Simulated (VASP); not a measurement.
# HfN: single point with PBEsol

Crystal: HfN.

```
Hf N
1.0
     3.09748    0.00000    0.00185
     0.00000    3.09748    0.00185
     1.55012    1.55012    2.27523
Hf N
1 1
Direct
  0.50000 0.50000 0.00000
  0.00000 0.00000 0.00000
```

- Program: VASP 6.6.1
- Task: single point
- Functional: PBEsol
- Potentials or basis: VASP PAW PBE potentials, release 64 (Hf_pv, N)
- Cutoff: 520 eV
- k mesh: 11 × 11 × 15
- Occupations: gaussian, width 0.1 eV
- Spin: no spin polarisation
- Dipole correction: no
- Further INCAR settings: ALGO = Normal; EDIFF = 1e-06; NBANDS = 14

The pressure is 12.7 GPa.

Stress tensor (GPa, compression positive):
```
20.18  0.06  0.01
 0.06 20.18  0.01
 0.01  0.01 -2.16
```

Levels at points of the mesh, in eV from the Fermi level:
```
           k point  band 4  band 5  band 6  band 7  band 8  band 9  band 10  band 11  band 12  band 13
(0.00, 0.00, 0.00)  -17.75   -3.16   -2.96   -2.95   -0.68   -0.23    -0.22     1.32     2.39     2.90
```

Run time: 110 s on 1 thread of Intel(R) Xeon(R) Platinum 8259CL CPU @ 2.50GHz (Skylake/Cascade Lake) (shared host), peak memory 0.27 GiB.

Caveat: the PAW data sets were made with another functional, which shifts forces and pressure a little; spin-orbit coupling is left out, which moves the levels of the heavy elements.
